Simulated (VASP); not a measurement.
Sb:

```
Sb
1.0
     0.00000    2.37124    2.37124
     2.37124    0.00000    2.37124
     2.37124    2.37124    0.00000
Sb
1
Direct
  0.00000 0.00000 0.00000
```

| Quantity | Value |
| --- | --- |
| Program | VASP 6.6.1 |
| Task | relaxation of cell and atoms |
| Functional | PBEsol |
| Dispersion | D3(BJ) |
| Potentials or basis | VASP PAW PBE potentials, release 64 (Sb) |
| Cutoff | 600 eV |
| k mesh | 10 × 10 × 10 |
| Occupations | fermi-dirac, width 0.05 eV |
| Spin | no spin polarisation |

At the start: pressure -4.5 GPa; volume 26.67 Å³/atom.

Problem. Where does the relaxation end?

Solution. Over 3 steps the energy falls by 27.6 meV/atom and the volume is 24.83 Å³/atom (-6.9 %); space group Fm-3m (No. 225, to 0.05 Å).

The path:
| step | energy change (eV) | largest force (eV/Å) | pressure (GPa) | volume (Å³) |
| --- | --- | --- | --- | --- |
| 1 | 0.0000 | 0.0000 | -4.46 | 26.67 |
| 2 | -0.0189 | 0.0000 | 3.17 | 23.90 |
| 3 | -0.0276 | 0.0000 | -0.02 | 24.83 |

Final structure:
```cif
data_structure
_symmetry_space_group_name_H-M 'P 1'
_symmetry_Int_Tables_number 1
_cell_length_a 3.2746
_cell_length_b 3.2746
_cell_length_c 3.2746
_cell_angle_alpha 60.000
_cell_angle_beta 60.000
_cell_angle_gamma 60.000
_cell_volume 24.83
loop_
_atom_site_label
_atom_site_type_symbol
_atom_site_fract_x
_atom_site_fract_y
_atom_site_fract_z
_atom_site_occupancy
Sb1 Sb 0.00000 0.00000 0.00000 1
```

Caveat: the PAW data sets were made with another functional, which shifts forces and pressure a little; pairwise dispersion overbinds metals, which lowers pressure and volume.
